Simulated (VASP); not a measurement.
# Al (Fm-3m) in VASP: notebook

The runs below take Al through single point, relaxation of cell and atoms, with LDA.

All numbers are computed with VASP 6.6.1; they aren't measurements. Logs are shortened: lines on timing, memory, paths and dates and some standing lists are left out, and cuts for length are marked.

### 1 The cell of the first run

The structure is cubic, space group Fm-3m (No. 225). Conventional cell: a = 3.982 Å, b = 3.982 Å, c = 3.982 Å, α = 90.00°, β = 90.00°, γ = 90.00°. Within 3.7 Å of Al (site symmetry m-3m) lie 12 Al at 2.82 Å.

### 2 Single point, LDA

INCAR reads:

```
  PREC = Accurate
  ENCUT = 520
  EDIFF = 1E-6
  ISMEAR = 1
  SIGMA = 0.1
  LREAL = F
  LASPH = T
  NELM = 100
  ALGO = Normal
  ISIF = 2
  LWAVE = F
  LCHARG = F
  NBANDS = 8
```

KPOINTS reads:

```
Automatic mesh
0
Gamma
  24 24 24
```

POSCAR reads:

```
Al
1.0
    0.0000000000      1.9908589554      1.9908589554
    1.9908589554      0.0000000000      1.9908589554
    1.9908589554      1.9908589554      0.0000000000
Al
1
Direct
    0.0000000000      0.0000000000      0.0000000000
```

Potentials or basis: VASP PAW LDA potentials, release 64 (Al).

Launch:

```
cat potpaw_LDA.64/Al/POTCAR > POTCAR
mpirun -np 1 vasp_std > vasp.out
```

OUTCAR:

```text
PREC = Accurate
   ENCUT = 520
   EDIFF = 1E-6
   ISMEAR = 1
   LREAL = F
   LASPH = T
   NELM = 100
   ISIF = 2

 ion  position               nearest neighbor table
   1  0.000  0.000  0.000-

  LATTYP: Found a face centered cubic cell.
 ALAT       =     3.9817179108

  Lattice vectors:

 A1 = (   0.0000000000,   1.9908589554,   1.9908589554)
 A2 = (   1.9908589554,   0.0000000000,   1.9908589554)
 A3 = (   1.9908589554,   1.9908589554,   0.0000000000)

Analysis of symmetry for initial positions (statically):
=====================================================================
 Subroutine PRICEL returns:
 Original cell was already a primitive cell.

 Routine SETGRP: Setting up the symmetry group for a
 face centered cubic supercell.

 Subroutine GETGRP returns: Found 48 space group operations
 (whereof 48 operations were pure point group operations)
 out of a pool of 48 trial point group operations.

The static configuration has the point symmetry O_h .

Analysis of symmetry for dynamics (positions and initial velocities):
=====================================================================
 Subroutine PRICEL returns:
 Original cell was already a primitive cell.

 Routine SETGRP: Setting up the symmetry group for a
 face centered cubic supercell.

 Subroutine GETGRP returns: Found 48 space group operations
 (whereof 48 operations were pure point group operations)
 out of a pool of 48 trial point group operations.

The dynamic configuration has the point symmetry O_h .

 Subroutine INISYM returns: Found 48 space group operations
 (whereof 48 operations are pure point group operations),
 and found     1 'primitive' translations

----------------------------------------------------------------------------------------

                                     Primitive cell

  volume of cell :      15.7816

  direct lattice vectors                    reciprocal lattice vectors
     0.000000000  1.990858955  1.990858955    -0.251147877  0.251147877  0.251147877
     1.990858955  0.000000000  1.990858955     0.251147877 -0.251147877  0.251147877
     1.990858955  1.990858955  0.000000000     0.251147877  0.251147877 -0.251147877

  length of vectors
     2.815499735  2.815499735  2.815499735     0.435000883  0.435000883  0.435000883

  position of ions in fractional coordinates (direct lattice)
     0.000000000  0.000000000  0.000000000

  ion indices of the primitive-cell ions
   primitive index   ion index
                 1           1

----------------------------------------------------------------------------------------

 KPOINTS: Automatic mesh

Automatic generation of k-mesh.
 Grid dimensions read from file:
 generate k-points for:   24   24   24

 Generating k-lattice:

  Cartesian coordinates                     Fractional coordinates (reciprocal lattice)
    -0.010464495  0.010464495  0.010464495     0.041666667  0.000000000  0.000000000
     0.010464495 -0.010464495  0.010464495     0.000000000  0.041666667  0.000000000
     0.010464495  0.010464495 -0.010464495     0.000000000  0.000000000  0.041666667

  Length of vectors
     0.018125037  0.018125037  0.018125037

  Shift w.r.t. Gamma in fractional coordinates (k-lattice)
     0.000000000  0.000000000  0.000000000

 Subroutine IBZKPT returns following result:
 ===========================================

 Found    413 irreducible k-points:

 Following reciprocal coordinates:
            Coordinates               Weight
  0.000000  0.000000  0.000000      1.000000
  0.041667  0.000000  0.000000      8.000000
  0.083333  0.000000  0.000000      8.000000
  0.125000  0.000000  0.000000      8.000000
  0.166667  0.000000  0.000000      8.000000
  0.208333  0.000000  0.000000      8.000000
[... 16 lines left out ...]
  0.416667  0.041667  0.000000     24.000000
  0.458333  0.041667  0.000000     24.000000
 [... further k-points ...]
   k-points           NKPTS =    413   k-points in BZ     NKDIM =    413   number of bands    NBANDS=      8
   number of dos      NEDOS =    301   number of ions     NIONS =      1
   total plane-waves  NPLWV =  13824
   dimension x,y,z NGX =    24 NGY =   24 NGZ =   24
   dimension x,y,z NGXF=    48 NGYF=   48 NGZF=   48
   ions per type =               1
   NGX,Y,Z   is equivalent  to a cutoff of  14.17, 14.17, 14.17 a.u.
   NGXF,Y,Z  is equivalent  to a cutoff of  28.34, 28.34, 28.34 a.u.
 SYSTEM =  unknown system
   PREC   = accura    normal or accurate (medium, high low for compatibility)
   ISTART =      0    job   : 0-new  1-cont  2-samecut
   ICHARG =      2    charge: 1-file 2-atom 10-const
   ISPIN  =      1    spin polarized calculation?
   LNONCOLLINEAR =      F non collinear calculations
   LSORBIT =      F    spin-orbit coupling
   LASPH  =      T    aspherical Exc in radial PAW
   ENCUT  =  520.0 eV  38.22 Ry    6.18 a.u.   5.23  5.23  5.23*2*pi/ulx,y,z
   NELM   =    100;   NELMIN=  2; NELMDL= -5     # of ELM steps
   EDIFF  = 0.1E-05   stopping-criterion for ELM
   LREAL  =      F    real-space projection
   EDIFFG = 0.1E-04   stopping-criterion for IOM
   NSW    =      0    number of steps for IOM
   IBRION =     -1    ionic relax: 0-MD 1-quasi-New 2-CG
   NFREE  =      0    steps in history (QN), initial steepest desc. (CG)
   ISIF   =      2    stress and relaxation
   ISYM   =      2    0-nonsym 1-usesym 2-fastsym
   POTIM  = 0.5000    time-step for ionic-motion
   TEBEG  =    0.0;   TEEND  =   0.0 temperature during run
   PSTRESS=    0.0 pullay stress
   NELECT =       3.0000    total number of electrons
   NUPDOWN=      -1.0000    fix difference up-down
   EMIN   =  10.00;   EMAX   =-10.00  energy-range for DOS
   EFERMI =   0.00;   METHOD = LEGACY
   ISMEAR =     1;   SIGMA  =   0.10  broadening in eV -4-tet -1-fermi 0-gaus
   EFERMI_NEDOS =   21; number of points for ismear=-14 and -15
   IALGO  =     38    algorithm
   IMIX   =      4    mixing-type and parameters
     AMIX     =   0.40;   BMIX     =  1.00
     AMIX_MAG =   1.60;   BMIX_MAG =  1.00
  volume/ion in A,a.u.               =      15.78       106.50
  Fermi-wavevector in a.u.,A,eV,Ry     =   0.941307  1.778813 12.055570  0.886059
  Thomas-Fermi vector in A             =   2.068805
   LORBIT       =      0    0 simple, 1 ext, 2 COOP (PROOUT), +10 PAW based schemes
   GGA     = CA    functional components
   LHFCALC =     F    Hartree Fock is set to
   AEXX    =    0.0000 exact exchange contribution
   IVDW    =     0    specifies the selected vdW correction
   LEPSILON=     F    determine dielectric tensor
   LRPA    =     F    only Hartree local field effects (RPA)
 non-spin polarized calculation
 Methfessel and Paxton  Order N= 1 SIGMA  =   0.10
  energy-cutoff  :      520.00
  volume of cell :       15.78
 maximum number of plane-waves:       444
 NGX is ok and might be reduce to    24
   NGX = 11   NGY = 11   NGZ = 11

 number of electron       3.0000000 magnetization

 Free energy of the ion-electron system (eV)
  ---------------------------------------------------
  ext. energy  EPLUGINS =         0.00000000
  ---------------------------------------------------
  free energy    TOTEN  =        -4.19003532 eV

  energy without entropy =       -4.19000815  energy(sigma->0) =       -4.19002627

 E-fermi :   8.2677     XC(G=0): -10.5097

 val. band max:        8.2453518843   @ k =  -0.4167   0.3750   0.0000
 cond. band min:       8.2761777082   @ k =  -0.3333   0.3750   0.0417
 fundamental gap:      0.0308258239
 Fermi energy:         8.2676800770

 k-point     1 :       0.0000    0.0000    0.0000
  band No.  band energies     occupation
      1      -3.1495      2.00000
      2      21.0747      0.00000
      3      21.0747      0.00000
      4      21.0747      0.00000
      5      22.7411      0.00000
      6      22.7411      0.00000
      7      22.7411      0.00000
      8      25.1995      0.00000

 k-point     2 :       0.0417    0.0000    0.0000
  band No.  band energies     occupation
      1      -3.1010      2.00000
      2      20.0939      0.00000
      3      20.8945      0.00000
      4      20.8945      0.00000
      5      22.9966      0.00000
      6      22.9966      0.00000
      7      23.1889      0.00000
      8      25.7016      0.00000

 k-point     3 :       0.0833    0.0000    0.0000
  band No.  band energies     occupation
      1      -2.9556      2.00000
      2      18.4619      0.00000
      3      20.5328      0.00000
      4      20.5328      0.00000
      5      23.4091      0.00000
      6      23.5772      0.00000
      7      23.5772      0.00000
      8      27.0260      0.00000

 k-point     4 :       0.1250    0.0000    0.0000
  band No.  band energies     occupation
      1      -2.7137      2.00000
      2      16.7460      0.00000
      3      20.1622      0.00000
      4      20.1622      0.00000
      5      23.3630      0.00000
      6      24.2638      0.00000
      7      24.2638      0.00000
      8      26.2353      0.00000

 k-point     5 :       0.1667    0.0000    0.0000
  band No.  band energies     occupation
      1      -2.3756      2.00000
      2      15.0409      0.00000
      3      19.8391      0.00000
      4      19.8391      0.00000
      5      23.2373      0.00000
      6      24.6270      0.00000
      7      24.6270      0.00000
      8      25.8580      0.00000

 k-point     6 :       0.2083    0.0000    0.0000
  band No.  band energies     occupation
      1      -1.9423      2.00000
      2      13.3784      0.00000
      3      19.5817      0.00000
      4      19.5817      0.00000
      5      23.1066      0.00000
      6      24.0729      0.00000
      7      24.0729      0.00000
      8      26.5158      0.00000

 k-point     7 :       0.2500    0.0000    0.0000
  band No.  band energies     occupation
      1      -1.4145      2.00000
      2      11.7733      0.00000
      3      19.3973      0.00000
      4      19.3973      0.00000
      5      23.0081      0.00000
      6      23.3105      0.00000
      7      23.3105      0.00000
      8      27.5311      0.00000

 k-point     8 :       0.2917    0.0000    0.0000
  band No.  band energies     occupation
      1      -0.7934      2.00000
      2      10.2341     -0.00000
      3      19.2892      0.00000
      4      19.2892      0.00000
      5      22.5716      0.00000
      6      22.5716      0.00000
      7      22.9638      0.00000
      8      26.7842      0.00000

 k-point     9 :       0.3333    0.0000    0.0000
  band No.  band energies     occupation
      1      -0.0804      2.00000
      2       8.7663     -0.00000
      3      19.2591      0.00000
      4      19.2591      0.00000
      5      21.8934      0.00000
      6      21.8934      0.00000
      7      22.9875      0.00000
      8      26.0750      0.00000

 k-point    10 :       0.3750    0.0000    0.0000
  band No.  band energies     occupation
      1       0.7233      2.00000
      2       7.3738      2.00000
      3      19.3082      0.00000
      4      19.3082      0.00000
      5      21.2873      0.00000
      6      21.2873      0.00000
      7      23.0875      0.00000
      8      25.4228      0.00000
[... 78 lines left out ...]
 k-point    18 :       0.2083    0.0417    0.0000
  band No.  band energies     occupation
      1      -2.0545      2.00000
      2      13.9575      0.00000
      3      18.8337      0.00000
      4      20.0041      0.00000
      5      23.2191      0.00000
      6      23.7280      0.00000
      7      25.1056      0.00000
      8      25.1492      0.00000

 k-point    19 :       0.2500    0.0417    0.0000
  band No.  band energies     occupation
      1      -1.5582      2.00000
      2      12.3356      0.00000
      3      18.6163      0.00000
      4      19.8128      0.00000
      5      22.4365      0.00000
      6      23.5970      0.00000
      7      24.4394      0.00000
      8      26.0447      0.00000

 k-point    20 :       0.2917    0.0417    0.0000
  band No.  band energies     occupation
      1      -0.9683      2.00000
      2      10.7758      0.00000
      3      18.4773      0.00000
      4      19.6887      0.00000
      5      21.6605      0.00000
      6      23.5311      0.00000
      7      23.7052      0.00000
      8      26.9136      0.00000

 k-point    21 :       0.3333    0.0417    0.0000
  band No.  band energies     occupation
      1      -0.2860      2.00000
      2       9.2852     -0.00000
      3      18.4178      0.00000
      4      19.6382      0.00000
      5      20.9463      0.00000
      6      23.0165      0.00000
      7      23.5302      0.00000
      8      26.6016      0.00000

 k-point    22 :       0.3750    0.0417    0.0000
  band No.  band energies     occupation
      1       0.4874      2.00000
      2       7.8683      2.00000
      3      18.4383      0.00000
      4      19.6629      0.00000
      5      20.3081      0.00000
      6      22.3927      0.00000
      7      23.6023      0.00000
      8      25.9742      0.00000

 k-point    23 :       0.4167    0.0417    0.0000
  band No.  band energies     occupation
      1       1.3501      2.00000
      2       6.5287      2.00000
      3      18.5393      0.00000
      4      19.6812      0.00000
      5      19.8341      0.00000
      6      21.8419      0.00000
      7      23.7527      0.00000
      8      25.3823      0.00000

 k-point    24 :       0.4583    0.0417    0.0000
  band No.  band energies     occupation
      1       2.2995      2.00000
      2       5.2703      2.00000
      3      18.7212      0.00000
      4      19.2436      0.00000
      5      19.9769      0.00000
      6      21.3677      0.00000
      7      23.9844      0.00000
      8      24.8553      0.00000

 [... further k-points ...]

------------------------ aborting loop because EDIFF is reached ----------------------------------------

  FORCE on cell =-STRESS in cart. coord.  units (eV):
  Direction    XX          YY          ZZ          XY          YZ          ZX
  --------------------------------------------------------------------------------------
  -------------------------------------------------------------------------------------
  Total        0.0070728      0.0070728      0.0070728     -0.0000000     -0.0000000      0.0000000
  in kB        0.7180437      0.7180437      0.7180437     -0.0000000     -0.0000000      0.0000000
  external PRESSURE =       0.7180437 kB  Pullay stress =       0.0000000 kB

 VOLUME and BASIS-vectors are now :
 -----------------------------------------------------------------------------
  energy-cutoff  :      520.00
  volume of cell :       15.78
      direct lattice vectors                 reciprocal lattice vectors
     0.000000000  1.990858955  1.990858955    -0.251147877  0.251147877  0.251147877
     1.990858955  0.000000000  1.990858955     0.251147877 -0.251147877  0.251147877
     1.990858955  1.990858955  0.000000000     0.251147877  0.251147877 -0.251147877

 POSITION                                       TOTAL-FORCE (eV/Angst)
 -----------------------------------------------------------------------------------
      0.00000      0.00000      0.00000        -0.000000     -0.000000     -0.000000
 -----------------------------------------------------------------------------------
    total drift:                               -0.000000     -0.000000      0.000000

  FREE ENERGIE OF THE ION-ELECTRON SYSTEM (eV)
  ---------------------------------------------------
  free  energy   TOTEN  =        -4.1900353232 eV

  energy  without entropy=       -4.1900081549  energy(sigma->0) =       -4.19002627
```

It took 53 s on 1 thread of Intel Xeon 8259CL, shared host; peak memory 0.16 GiB.

Results:

* Free energy: -4.1900 eV
* Pressure: 0.1 GPa
* Band gap on the k mesh: zero (an odd number of electrons rules out a gap without spin polarisation)

### 3 Relaxation of cell and atoms, LDA

This run uses another cell than the first one, of 16.48 Å³/atom.

INCAR reads:

```
ALGO     = Fast           # electronic algorithm
EDIFF    = 1E-6           # SCF threshold, eV
EDIFFG   = -0.005         # ionic threshold
ENCUT    = 600            # plane-wave cutoff, eV
GGA      = CA             # functional
IBRION   = 2              # ionic algorithm
ISIF     = 3              # what is computed and relaxed
ISMEAR   = 1              # smearing method
LASPH    = True           # aspherical terms in the spheres
LCHARG   = False          # write CHGCAR
LREAL    = False          # projectors in reciprocal space
LWAVE    = False          # write WAVECAR
NELM     = 80             # most SCF steps
NSW      = 80             # ionic steps
PREC     = Accurate       # precision mode
SIGMA    = 0.1            # smearing width, eV
```

KPOINTS reads:

```
k-points
0
Gamma
  24 24 24
```

POSCAR reads:

```
Al
1.0
    0.0000000000      2.0200000000      2.0200000000
    2.0200000000      0.0000000000      2.0200000000
    2.0200000000      2.0200000000      0.0000000000
Al
1
Direct
    0.0000000000      0.0000000000      0.0000000000
```

Potentials or basis: VASP PAW LDA potentials, release 64 (Al).

Launch:

```
cat potpaw_LDA.64/Al/POTCAR > POTCAR
mpirun -np 1 vasp_std > vasp.out
```

It took 40 s on 1 thread of Intel Xeon 8259CL, shared host; peak memory 0.17 GiB.

Results (log left out):

* Free energy: -4.1901 eV
* Relaxed volume: 15.80 Å³/atom
* Relaxed cell: a = 2.816 Å, b = 2.816 Å, c = 2.816 Å, α = 60.00°, β = 60.00°, γ = 60.00°
* Space group after relaxing (to 0.1 Å): Fm-3m (No. 225)
* Energy gained by relaxing: 7.2 meV/atom
* Ionic steps: 3
* Pressure after relaxing: 0.0 GPa
* Band gap on the k mesh: zero (an odd number of electrons rules out a gap without spin polarisation)

The path:
| step | energy change (eV) | largest force (eV/Å) | pressure (GPa) | volume (Å³) |
| --- | --- | --- | --- | --- |
| 1 | 0.0000 | 0.0000 | -3.20 | 16.48 |
| 2 | -0.0070 | 0.0000 | 0.45 | 15.71 |
| 3 | -0.0072 | 0.0000 | 0.00 | 15.80 |

Final structure:
```
Al
1.0
     0.00000    1.99143    1.99143
     1.99143    0.00000    1.99143
     1.99143    1.99143    0.00000
Al
1
Direct
  0.00000 0.00000 0.00000
```

Levels at points of the mesh, in eV from the Fermi level:
| k point | band 1 | band 2 | band 3 | band 4 |
| --- | --- | --- | --- | --- |
| (0.00, 0.00, 0.00) | -11.41 | 12.80 | 12.80 | 12.80 |
| (0.50, 0.00, 0.00) | -4.73 | -4.46 | 11.63 | 11.70 |
| (0.50, 0.50, 0.00) | -3.01 | -1.63 | 5.30 | 5.73 |
